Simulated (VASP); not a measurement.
Si: single point with PBE

Si:

```xyz
2
Lattice="0.0000 2.7351 2.7351 2.7351 0.0000 2.7351 2.7351 2.7351 0.0000" Properties=species:S:1:pos:R:3 pbc="T T T"
Si    4.1026    4.1026    4.1026
Si    2.7351    2.7351    2.7351
```

```
Program                : VASP 6.6.1
Task                   : single point
Functional             : PBE
Potentials or basis    : VASP PAW PBE potentials, release 64 (Si)
Cutoff                 : 500 eV
k mesh                 : 8 × 8 × 8
Occupations            : gaussian, width 0.02 eV
Spin                   : no spin polarisation
Dipole correction      : no
Further INCAR settings : ALGO = Normal; EDIFF = 1e-06; NBANDS = 11
```

```json
{
  "Pressure": "-0.1 GPa",
  "Band gap on the k mesh": "0.65 eV, indirect (least direct gap 2.56 eV)"
}
```

Levels at points of the mesh, in eV from the valence-band top:
| k point | band 2 | band 3 | band 4 | band 5 | band 6 | band 7 |
| --- | --- | --- | --- | --- | --- | --- |
| (0.00, 0.00, 0.00) | 0.00 | 0.00 | 0.00 | 2.56 | 2.56 | 2.56 |
| (0.50, 0.00, 0.00) | -6.87 | -1.18 | -1.18 | 1.46 | 3.35 | 3.35 |
| (0.50, 0.50, 0.00) | -7.74 | -2.79 | -2.79 | 0.75 | 0.75 | 9.93 |

It took 5.4 s on 1 thread of Intel(R) Xeon(R) Platinum 8559C (Emerald Rapids), on a shared host, peak memory 0.15 GiB.

A k mesh can miss the band edges. As with any semilocal functional, this PBE gap is likely too small.
